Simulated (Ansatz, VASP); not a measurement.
Si4W in VASP and in Ansatz

```xyz
10
Lattice="0.0000 4.7786 4.7786 4.7786 0.0000 4.7786 4.7786 4.7786 0.0000" Properties=species:S:1:pos:R:3 pbc="T T T"
Si    7.1678    4.7786    4.7786
Si    2.3894    4.7786    4.7786
Si    4.7786    7.1678    4.7786
Si    4.7786    2.3894    4.7786
Si    4.7786    4.7786    7.1678
Si    4.7786    4.7786    2.3894
Si    2.3893    2.3893    2.3893
Si    7.1679    7.1679    7.1679
W     0.0000    0.0000    0.0000
W     4.7786    4.7786    4.7786
```

Alike in both runs: functional PBE; k mesh 3 × 3 × 3; occupations gaussian, width 0.2 eV; no spin polarisation.

Ansatz relaxed the structure, and its values are those at the end. VASP's run is a single point on that final structure, the one shown.

```csv
,VASP,Ansatz
version,VASP 6.6.1,Ansatz 0.2.0
potentials or method,"VASP PAW PBE potentials, release 64 (Si, W_sv), cutoff 500 eV","scalar-relativistic, plane waves, PAW"
valence electrons in the cell,60,60
```

|  | VASP | Ansatz | Ansatz less VASP |
| --- | --- | --- | --- |
| gap on the k mesh at the Fermi level (eV) | none | none | - |
| pressure (GPa) | -0.5 | -0.5 | 0.00 |

A gap of «none» marks a metal or a gap that the smearing closes. With one functional, cell and mesh, what is left measures potentials, basis and numerics.

The k mesh is coarse, so the values compare programs but aren't converged. Spin-orbit coupling is off throughout.
